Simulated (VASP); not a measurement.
# Cd (P-1) in VASP: single point with PBE

Aim: the single point of Cd with PBE.

All numbers are computed with VASP 6.6.1; they aren't measurements. Logs are shortened: lines on timing, memory, paths and dates and some standing lists are left out, and cuts for length are marked.

## Step 1: The cell of the first run

The typed cell holds 2 atoms: a = 2.970 Å, b = 3.609 Å, c = 4.312 Å, α = 90.12°, β = 90.17°, γ = 90.12°.

## Step 2: Single point, PBE

Contents of INCAR:

```
SYSTEM = Cd
PREC = Accurate
ENCUT = 500
EDIFF = 1E-6
ISMEAR = 0
SIGMA = 0.15
LREAL = .False.
LASPH = .True.
NELM = 120
ALGO = Normal
ISIF = 2
LWAVE = .False.
LCHARG = .False.
GGA = PE
NBANDS = 19
GGA_COMPAT = .False.
```

Contents of KPOINTS:

```
regular mesh
0
Gamma
  12 10 8
  0 0 0
```

Contents of POSCAR:

```
Cd
1.0
   -1.4827521214     -0.8658638173     -2.4232575438
   -1.8057795495      3.1245311058     -0.0023914429
    3.0576054112      1.7550156174     -2.4825983646
Cd
2
Direct
    0.5000231607      0.5000014228      0.4999885289
   -0.0000231607     -0.0000014228      0.0000114711
```

Potentials or basis: VASP PAW PBE potentials, release 64 (Cd).

Run with:

```console
$ cat potpaw_PBE.64/Cd/POTCAR > POTCAR
$ mpirun -np 1 vasp_std > vasp.out
```

OUTCAR:

```text
SYSTEM = Cd
   PREC = Accurate
   ENCUT = 500
   EDIFF = 1E-6
   ISMEAR = 0
   LREAL = .False.
   LASPH = .True.
   NELM = 120
   ISIF = 2
   GGA = PE

 ion  position               nearest neighbor table
   1  0.500  0.500  0.500-   2 3.17   2 3.17   2 3.18   2 3.18   2 3.18   2 3.18   2 3.18   2 3.18

   2  1.000  1.000  0.000-   1 3.17   1 3.17   1 3.18   1 3.18   1 3.18   1 3.18   1 3.18   1 3.18

  LATTYP: Found a triclinic cell.
 ALAT       =     2.9699244312
 B/A-ratio  =     1.5752864461
 C/A-ratio  =     1.4518490202
 COS(alpha) =     0.0002714895
 COS(beta)  =     0.0029127224
 COS(gamma) =     0.6363957050

  Lattice vectors:

 A1 = (  -1.4827521214,  -0.8658638173,  -2.4232575438)
 A2 = (   0.3230274281,  -3.9903949231,  -2.4208661009)
 A3 = (  -3.0576054112,  -1.7550156174,   2.4825983646)

Analysis of symmetry for initial positions (statically):
=====================================================================
 Subroutine PRICEL returns:
 Original cell was already a primitive cell.

 Routine SETGRP: Setting up the symmetry group for a
 triclinic supercell.

 Subroutine GETGRP returns: Found  2 space group operations
 (whereof  1 operations were pure point group operations)
 out of a pool of  2 trial point group operations.

The static configuration has the point symmetry C_1 .
 The point group associated with its full space group is S_2 .

Analysis of symmetry for dynamics (positions and initial velocities):
=====================================================================
 Subroutine PRICEL returns:
 Original cell was already a primitive cell.

 Routine SETGRP: Setting up the symmetry group for a
 triclinic supercell.

 Subroutine GETGRP returns: Found  2 space group operations
 (whereof  1 operations were pure point group operations)
 out of a pool of  2 trial point group operations.

The dynamic configuration has the point symmetry C_1 .
 The point group associated with its full space group is S_2 .

 Subroutine INISYM returns: Found  2 space group operations
 (whereof  1 operations are pure point group operations),
 and found     1 'primitive' translations

----------------------------------------------------------------------------------------

                                     Primitive cell

  volume of cell :      46.2140

  direct lattice vectors                    reciprocal lattice vectors
[... 85 lines left out ...]
   ENCUT  =  500.0 eV  36.75 Ry    6.06 a.u.   5.41  6.58  7.86*2*pi/ulx,y,z
   NELM   =    120;   NELMIN=  2; NELMDL= -5     # of ELM steps
   EDIFF  = 0.1E-05   stopping-criterion for ELM
   LREAL  =      F    real-space projection
   EDIFFG = 0.1E-04   stopping-criterion for IOM
   NSW    =      0    number of steps for IOM
   IBRION =     -1    ionic relax: 0-MD 1-quasi-New 2-CG
   NFREE  =      0    steps in history (QN), initial steepest desc. (CG)
   ISIF   =      2    stress and relaxation
   ISYM   =      2    0-nonsym 1-usesym 2-fastsym
   POTIM  = 0.5000    time-step for ionic-motion
   TEBEG  =    0.0;   TEEND  =   0.0 temperature during run
   PSTRESS=    0.0 pullay stress
   NELECT =      24.0000    total number of electrons
   NUPDOWN=      -1.0000    fix difference up-down
   EMIN   =  10.00;   EMAX   =-10.00  energy-range for DOS
   EFERMI =   0.00;   METHOD = LEGACY
   ISMEAR =     0;   SIGMA  =   0.15  broadening in eV -4-tet -1-fermi 0-gaus
   EFERMI_NEDOS =   21; number of points for ismear=-14 and -15
   IALGO  =     38    algorithm
   IMIX   =      4    mixing-type and parameters
     AMIX     =   0.40;   BMIX     =  1.00
     AMIX_MAG =   1.60;   BMIX_MAG =  1.00
  volume/ion in A,a.u.               =      23.11       155.93
  Fermi-wavevector in a.u.,A,eV,Ry     =   1.315894  2.486679 23.559532  1.731577
  Thomas-Fermi vector in A             =   2.446044
   LORBIT       =      0    0 simple, 1 ext, 2 COOP (PROOUT), +10 PAW based schemes
   GGA     = PE    functional components
   LHFCALC =     F    Hartree Fock is set to
   AEXX    =    0.0000 exact exchange contribution
   IVDW    =     0    specifies the selected vdW correction
   LEPSILON=     F    determine dielectric tensor
   LRPA    =     F    only Hartree local field effects (RPA)
 non-spin polarized calculation
 Gauss-broadening in eV      SIGMA  =   0.15
  energy-cutoff  :      500.00
  volume of cell :       46.21
 maximum number of plane-waves:      1191
 NGX is ok and might be reduce to    24
   NGX = 11   NGY = 13   NGZ = 15

 number of electron      23.9999992 magnetization

 Free energy of the ion-electron system (eV)
  ---------------------------------------------------
  ext. energy  EPLUGINS =         0.00000000
  ---------------------------------------------------
  free energy    TOTEN  =        -1.50079040 eV

  energy without entropy =       -1.49509929  energy(sigma->0) =       -1.49794485

 E-fermi :   2.4540     XC(G=0): -10.6729

 val. band max:        2.4445691623   @ k =   0.3333   0.3000   0.2500
 cond. band min:       2.4634787014   @ k =  -0.3333   0.3000   0.2500
 fundamental gap:      0.0189095390
 Fermi energy:         2.4540428724

 k-point     1 :       0.0000    0.0000    0.0000
  band No.  band energies     occupation
      1      -7.2951      2.00000
      2      -7.0309      2.00000
      3      -6.8604      2.00000
      4      -6.7472      2.00000
      5      -6.3618      2.00000
      6      -6.2032      2.00000
[... 505 lines left out ...]
      6      -6.2324      2.00000
[... 11 lines left out ...]
     18      11.8042      0.00000
     19      14.4800      0.00000

 [... further k-points ...]

------------------------ aborting loop because EDIFF is reached ----------------------------------------

  FORCE on cell =-STRESS in cart. coord.  units (eV):
  Direction    XX          YY          ZZ          XY          YZ          ZX
  --------------------------------------------------------------------------------------
  -------------------------------------------------------------------------------------
  Total        0.0534978      0.0579730      0.0918988      0.0008874     -0.0041214      0.0271353
  in kB        1.8546997      2.0098465      3.1860103      0.0307650     -0.1428848      0.9407444
  external PRESSURE =       2.3501855 kB  Pullay stress =       0.0000000 kB

 VOLUME and BASIS-vectors are now :
 -----------------------------------------------------------------------------
  energy-cutoff  :      500.00
  volume of cell :       46.21
      direct lattice vectors                 reciprocal lattice vectors
    -1.482752121 -0.865863817 -2.423257544    -0.167757974 -0.097164110 -0.275301164
    -1.805779549  3.124531106 -0.002391443    -0.138539267  0.239980419 -0.000978422
     3.057605411  1.755015617 -2.482598365     0.163881556  0.094610456 -0.134082115

 POSITION                                       TOTAL-FORCE (eV/Angst)
 -----------------------------------------------------------------------------------
     -0.11554      2.00681     -2.45415         0.000218      0.000114     -0.000036
     -3.28846      2.25870     -2.42562        -0.000218     -0.000114      0.000036
 -----------------------------------------------------------------------------------
    total drift:                                0.000000      0.000000     -0.000000

  FREE ENERGIE OF THE ION-ELECTRON SYSTEM (eV)
  ---------------------------------------------------
  free  energy   TOTEN  =        -1.5007903991 eV

  energy  without entropy=       -1.4950992943  energy(sigma->0) =       -1.49794485
```

OSZICAR:

```text
N       E                     dE             d eps       ncg     rms          rms(c)
DAV:   1     0.171647560010E+03    0.17165E+03   -0.12936E+04 18840   0.122E+03
DAV:   2     0.245072974904E+01   -0.16920E+03   -0.16317E+03 19202   0.324E+02
DAV:   3    -0.157610202101E+01   -0.40268E+01   -0.40197E+01 20688   0.572E+01
DAV:   4    -0.158303734945E+01   -0.69353E-02   -0.69349E-02 19790   0.226E+00
DAV:   5    -0.158305979759E+01   -0.22448E-04   -0.22448E-04 20224   0.124E-01    0.377E+00
DAV:   6    -0.150265382296E+01    0.80406E-01   -0.21073E-01 20170   0.529E+00    0.311E+00
DAV:   7    -0.149997973303E+01    0.26741E-02   -0.21580E-02 20080   0.132E+00    0.157E+00
DAV:   8    -0.150070269943E+01   -0.72297E-03   -0.30682E-03 19675   0.648E-01    0.835E-02
DAV:   9    -0.150075915916E+01   -0.56460E-04   -0.26893E-05 20791   0.498E-02    0.285E-02
DAV:  10    -0.150079046538E+01   -0.31306E-04   -0.28253E-05 19762   0.517E-02    0.208E-03
DAV:  11    -0.150079039913E+01    0.66256E-07   -0.27416E-08 11633   0.150E-03
   1 F= -.15007904E+01 E0= -.14979448E+01  d E =-.569110E-02
```

stdout:

```text
POSCAR found type information on POSCAR Cd
 POSCAR found :  1 types and       2 ions
 scaLAPACK will be used
 LDA part: xc-table for (Slater+PW92), standard interpolation
 POSCAR, INCAR and KPOINTS ok, starting setup
 FFT: planning ... GRIDC
 FFT: planning ... GRID_SOFT
 FFT: planning ... GRID
 WAVECAR not read
 entering main loop
```

Run time: 6.2 min. Hardware: 1 thread of Intel Xeon 8259CL, shared host; peak memory 0.41 GiB.

Results:

```yaml
Free_energy: -1.5008 eV
Pressure: 0.2 GPa
Band_gap_on_the_k_mesh: zero (bands 12 and 13 overlap by 4.21 eV)
```

Stress tensor (GPa, compression positive):
```
 0.19  0.00  0.09
 0.00  0.20 -0.01
 0.09 -0.01  0.32
```
